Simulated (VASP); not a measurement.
# BaTiO3 (Amm2) in VASP: a series of runs, part 2 of 2

VASP 6.6.1.

### 4 Relaxation of shape and atoms at fixed volume, r2SCAN (12.63 Å³/atom)

This run uses another cell than the first one, of 12.63 Å³/atom.

Contents of POSCAR:

```
BaTiO3
1.0
    3.9237522783      0.0000000000      0.0000000000
    0.0000000000      2.8294027188      2.8444904264
    0.0000000000     -2.8294027188      2.8444904264
Ba Ti O
1 1 3
Direct
    0.0000000000      0.0084108398      0.0084108398
    0.5000000000      0.5239463003      0.5239463003
    0.0000000000      0.4903261303      0.4903261303
    0.5000000000      0.4940592995      0.9801374301
    0.5000000000      0.9801374301      0.4940592995
```

Contents of INCAR.step1:

```
PREC = Accurate
ENCUT = 600
ISMEAR = 0
SIGMA = 0.02
LREAL = F
LASPH = T
NELM = 80
GGA = PE
ALGO = Normal
EDIFF = 1E-4
LWAVE = T
LCHARG = F
```

Contents of INCAR.step2:

```
PREC = Accurate
ENCUT = 600
EDIFF = 1E-6
ISMEAR = 0
SIGMA = 0.02
LREAL = F
LASPH = T
NELM = 80
ALGO = Normal
ISIF = 4
LWAVE = F
LCHARG = F
METAGGA = R2SCAN
LMIXTAU = T
IBRION = 2
NSW = 50
EDIFFG = -0.01
ISTART = 1
```

Contents of KPOINTS:

```
regular mesh
0
Gamma
  8 8 8
```

Potentials or basis: VASP PAW PBE potentials, release 64 (Ba_sv, Ti_sv, O).

Command:

```
$ cat potpaw_PBE.64/Ba_sv/POTCAR potpaw_PBE.64/Ti_sv/POTCAR potpaw_PBE.64/O/POTCAR > POTCAR
$ cp INCAR.step1 INCAR
$ mpirun -np 1 vasp_std > vasp.out
$ cp INCAR.step2 INCAR
$ mpirun -np 1 vasp_std > vasp.out
```

OUTCAR:

```text
PREC = Accurate
   ENCUT = 600
   EDIFF = 1E-6
   ISMEAR = 0
   LREAL = F
   LASPH = T
   NELM = 80
   ISIF = 4
   METAGGA = R2SCAN
   IBRION = 2
   NSW = 50
   EDIFFG = -0.01
   ISTART = 1

 ion  position               nearest neighbor table
   1  0.000  0.008  0.008-   3 2.74   4 2.77   5 2.77   4 2.77   5 2.77   3 2.83   3 2.83   5 2.85
                             4 2.85   5 2.85   4 2.85   3 2.95   2 3.38   2 3.38   2 3.44   2 3.44
   2  0.500  0.524  0.524-   4 1.83   5 1.83   3 1.97   3 1.97   5 2.19   4 2.19   1 3.38   1 3.38
                             1 3.44   1 3.44   1 3.44   1 3.44   1 3.53   1 3.53
   3  0.000  0.490  0.490-   2 1.97   2 1.97   1 2.74   1 2.83   1 2.83   1 2.95
   4  0.500  0.494  0.980-   2 1.83   2 2.19   1 2.77   1 2.77   1 2.85   1 2.85
   5  0.500  0.980  0.494-   2 1.83   2 2.19   1 2.77   1 2.77   1 2.85   1 2.85

  LATTYP: Found a base centered orthorhombic cell.
 ALAT       =     5.6588054376
 B/A-ratio  =     1.0053324709
 C/A-ratio  =     0.6933887941

  Lattice vectors:

 A1 = (   0.0000000000,   2.8294027188,  -2.8444904264)
 A2 = (   0.0000000000,   2.8294027188,   2.8444904264)
 A3 = (   3.9237522783,   0.0000000000,   0.0000000000)

Analysis of symmetry for initial positions (statically):
=====================================================================
 Subroutine PRICEL returns:
 Original cell was already a primitive cell.

 Routine SETGRP: Setting up the symmetry group for a
 base centered orthorhombic supercell.

 Subroutine GETGRP returns: Found  4 space group operations
 (whereof  4 operations were pure point group operations)
 out of a pool of  8 trial point group operations.

The static configuration has the point symmetry C_2v.

Analysis of symmetry for dynamics (positions and initial velocities):
=====================================================================
 Subroutine PRICEL returns:
 Original cell was already a primitive cell.

 Routine SETGRP: Setting up the symmetry group for a
 base centered orthorhombic supercell.

 Subroutine GETGRP returns: Found  4 space group operations
 (whereof  4 operations were pure point group operations)
 out of a pool of  8 trial point group operations.

The dynamic configuration has the point symmetry C_2v.

 Subroutine INISYM returns: Found  4 space group operations
 (whereof  4 operations are pure point group operations),
 and found     1 'primitive' translations

----------------------------------------------------------------------------------------

                                     Primitive cell

  volume of cell :      63.1584

  direct lattice vectors                    reciprocal lattice vectors
     3.923752278  0.000000000  0.000000000     0.254858087  0.000000000  0.000000000
     0.000000000  2.829402719  2.844490426     0.000000000  0.176715742  0.175778408
     0.000000000 -2.829402719  2.844490426     0.000000000 -0.176715742  0.175778408

  length of vectors
     3.923752278  4.012062503  4.012062503     0.254858087  0.249251885  0.249251885

  position of ions in fractional coordinates (direct lattice)
     0.000000000  0.008410840  0.008410840
     0.500000000  0.523946300  0.523946300
     0.000000000  0.490326130  0.490326130
     0.500000000  0.494059300  0.980137430
     0.500000000  0.980137430  0.494059300
[... 69 lines left out ...]
   NGXF,Y,Z  is equivalent  to a cutoff of  27.12, 26.52, 26.52 a.u.
 SYSTEM =  unknown system
   PREC   = accura    normal or accurate (medium, high low for compatibility)
   ISTART =      1    job   : 0-new  1-cont  2-samecut
   ICHARG =      0    charge: 1-file 2-atom 10-const
   ISPIN  =      1    spin polarized calculation?
   LNONCOLLINEAR =      F non collinear calculations
   LSORBIT =      F    spin-orbit coupling
   LASPH  =      T    aspherical Exc in radial PAW
   ENCUT  =  600.0 eV  44.10 Ry    6.64 a.u.   7.84  8.01  8.01*2*pi/ulx,y,z
   NELM   =     80;   NELMIN=  2; NELMDL=  0     # of ELM steps
   EDIFF  = 0.1E-05   stopping-criterion for ELM
   LREAL  =      F    real-space projection
   EDIFFG = -.1E-01   stopping-criterion for IOM
   NSW    =     50    number of steps for IOM
   IBRION =      2    ionic relax: 0-MD 1-quasi-New 2-CG
   NFREE  =      1    steps in history (QN), initial steepest desc. (CG)
   ISIF   =      4    stress and relaxation
   ISYM   =      2    0-nonsym 1-usesym 2-fastsym
   POTIM  = 0.5000    time-step for ionic-motion
   TEBEG  =    0.0;   TEEND  =   0.0 temperature during run
   PSTRESS=    0.0 pullay stress
   NELECT =      40.0000    total number of electrons
   NUPDOWN=      -1.0000    fix difference up-down
   EMIN   =  10.00;   EMAX   =-10.00  energy-range for DOS
   EFERMI =   0.00;   METHOD = LEGACY
   ISMEAR =     0;   SIGMA  =   0.02  broadening in eV -4-tet -1-fermi 0-gaus
   EFERMI_NEDOS =   21; number of points for ismear=-14 and -15
   IALGO  =     38    algorithm
   IMIX   =      4    mixing-type and parameters
     AMIX     =   0.40;   BMIX     =  1.00
     AMIX_MAG =   1.60;   BMIX_MAG =  1.00
  volume/ion in A,a.u.               =      12.63        85.24
  Fermi-wavevector in a.u.,A,eV,Ry     =   1.405890  2.656746 26.892263  1.976526
  Thomas-Fermi vector in A             =   2.528305
   LORBIT       =      0    0 simple, 1 ext, 2 COOP (PROOUT), +10 PAW based schemes
   METAGGA = R2SCAN    functional components
   LHFCALC =     F    Hartree Fock is set to
   AEXX    =    0.0000 exact exchange contribution
   IVDW    =     0    specifies the selected vdW correction
   LEPSILON=     F    determine dielectric tensor
   LRPA    =     F    only Hartree local field effects (RPA)
 conjugate gradient relaxation of ions
 non-spin polarized calculation
 Gauss-broadening in eV      SIGMA  =   0.02
  energy-cutoff  :      600.00
  volume of cell :       63.16
 maximum number of plane-waves:      2136
 NGX is ok and might be reduce to    32
   NGX = 15   NGY = 17   NGZ = 17

--------------------------------------- Ionic step        1  -------------------------------------------

 number of electron      39.9999998 magnetization

 Free energy of the ion-electron system (eV)
  ---------------------------------------------------
  ext. energy  EPLUGINS =         0.00000000
  ---------------------------------------------------
  free energy    TOTEN  =       -74.21477136 eV

  energy without entropy =      -74.21477136  energy(sigma->0) =      -74.21477136

------------------------ aborting loop because EDIFF is reached ----------------------------------------

  FORCE on cell =-STRESS in cart. coord.  units (eV):
  Direction    XX          YY          ZZ          XY          YZ          ZX
  --------------------------------------------------------------------------------------
  -------------------------------------------------------------------------------------
  Total        2.9971240      3.1059209      2.9403250      0.0000000      0.0000000      0.0000000
  in kB       76.0299097     78.7898292     74.5890552      0.0000000      0.0000000      0.0000000
  external PRESSURE =      76.4695980 kB  Pullay stress =       0.0000000 kB
[... 98 lines left out ...]
  FREE ENERGIE OF THE ION-ELECTRON SYSTEM (eV)
  ---------------------------------------------------
  free  energy   TOTEN  =       -74.2312971126 eV

  energy  without entropy=      -74.2312971126  energy(sigma->0) =      -74.23129711

[... ionic steps 4 to 7 ...]

--------------------------------------- Ionic step        8  -------------------------------------------

 number of electron      39.9999989 magnetization

------------------------ aborting loop because EDIFF is reached ----------------------------------------
[... 73 lines left out ...]
--------------------------------------- Ionic step       10  -------------------------------------------

 number of electron      39.9999989 magnetization

 Free energy of the ion-electron system (eV)
  ---------------------------------------------------
  ext. energy  EPLUGINS =         0.00000000
  ---------------------------------------------------
  free energy    TOTEN  =       -74.23839253 eV

  energy without entropy =      -74.23839253  energy(sigma->0) =      -74.23839253

 E-fermi :   3.8565     XC(G=0): -11.9965

 val. band max:        3.6443630653   @ k =   0.5000   0.5000   0.5000
 cond. band min:       6.0426313892   @ k =   0.0000   0.0000   0.0000
 fundamental gap:      2.3982683240
 Fermi energy:         3.8564664694

 k-point     1 :       0.0000    0.0000    0.0000
  band No.  band energies     occupation
      1     -55.0157      2.00000
      2     -30.2137      2.00000
      3     -30.2121      2.00000
      4     -30.1852      2.00000
      5     -21.8106      2.00000
      6     -14.2451      2.00000
[... 637 lines left out ...]
     23       8.0452      0.00000
     24       8.9459      0.00000

 [... further k-points ...]
[... 5 lines left out ...]
  --------------------------------------------------------------------------------------
  -------------------------------------------------------------------------------------
  Total        1.9940239      1.9942881      1.9751738      0.0000000      0.0000000      0.0000000
  in kB       50.5836455     50.5903474     50.1054617      0.0000000      0.0000000      0.0000000
  external PRESSURE =      50.4264849 kB  Pullay stress =       0.0000000 kB
[... 20 lines left out ...]
  FREE ENERGIE OF THE ION-ELECTRON SYSTEM (eV)
  ---------------------------------------------------
  free  energy   TOTEN  =       -74.2383925290 eV

  energy  without entropy=      -74.2383925290  energy(sigma->0) =      -74.23839253

 reached required accuracy - stopping structural energy minimisation
```

Wall time 43 min (1 thread of Oxide Virtual Turin-like, shared host); peak memory 0.32 GiB.

What came out:

```yaml
Free_energy: -74.2384 eV
Energy_gained_by_relaxing: 4.7 meV/atom
Ionic_steps: 10
Pressure_after_relaxing: 5.0 GPa
Largest_force_after_relaxing: 0.009 eV/Å
Band_gap_on_the_k_mesh: 2.40 eV (least direct gap 2.68 eV)
```

Forces in eV/Å, atoms in the order of the input:
```
Ba   0.000  0.000  0.001
Ti   0.000  0.000  0.003
O    0.000  0.000  0.009
O    0.000 -0.006 -0.007
O    0.000  0.006 -0.007
```

The path:
```csv
step,energy change (eV),largest force (eV/Å),pressure (GPa),volume (Å³)
1,0.0000,0.5213,7.65,63.16
2,-0.0163,0.1153,6.01,63.16
3,-0.0165,0.1225,5.80,63.16
4,-0.0214,0.0973,5.50,63.16
5,-0.0225,0.0891,5.28,63.16
6,-0.0234,0.0439,5.15,63.16
7,-0.0236,0.0199,5.04,63.16
8,-0.0236,0.0190,5.05,63.16
9,-0.0236,0.0186,5.06,63.16
10,-0.0236,0.0095,5.04,63.16
```

Final structure:
```cif
data_structure
_symmetry_space_group_name_H-M 'P 1'
_symmetry_Int_Tables_number 1
_cell_length_a 3.9607
_cell_length_b 3.9933
_cell_length_c 3.9933
_cell_angle_alpha 89.878
_cell_angle_beta 90.000
_cell_angle_gamma 90.000
_cell_volume 63.16
loop_
_atom_site_label
_atom_site_type_symbol
_atom_site_fract_x
_atom_site_fract_y
_atom_site_fract_z
_atom_site_occupancy
Ba1 Ba 0.00000 0.00399 0.00399 1
Ti1 Ti 0.50000 0.51515 0.51515 1
O1 O 0.00000 0.49393 0.49393 1
O2 O 0.50000 0.49550 0.98831 1
O3 O 0.50000 0.98831 0.49550 1
```

Caveat: the PAW data sets were made with another functional, which shifts forces and pressure a little; spin-orbit coupling is left out, which moves the levels of the heavy elements. A k mesh can miss the band edges.

### 5 Summary

```tsv
task	cell	cutoff (eV)	gap on the mesh (eV)	pressure (GPa)	largest force (eV/Å)
single point	a = 3.964, b = 4.053, c = 4.053 Å, angles 89.7, 90.0, 90.0°, 5 atoms, atomic positions A	520	2.64	1.9	0.17
single point	a = 3.939, b = 4.264, c = 4.264 Å, angles 88.9, 90.0, 90.0°, 5 atoms, atomic positions B	520	3.17	-5.4	0.22
relaxation of shape and atoms at fixed volume	relaxed from a = 3.924, b = 4.012, c = 4.012 Å, angles 89.7, 90.0, 90.0°, 5 atoms, atomic positions A	600	2.40	5.0	0.01
```

Alike in all rows: level r2SCAN; potentials or basis VASP PAW PBE potentials, release 64 (Ba_sv, Ti_sv, O); no spin polarisation; k mesh 8 × 8 × 8; smearing gaussian 0.02 eV.

Caveats: the PAW data sets were made with another functional, which shifts forces and pressure a little; spin-orbit coupling is left out, which moves the levels of the heavy elements; the cell stands under tension (at least some runs).

Total energies depend on the potentials used, so only differences within one code and one set of settings carry meaning.
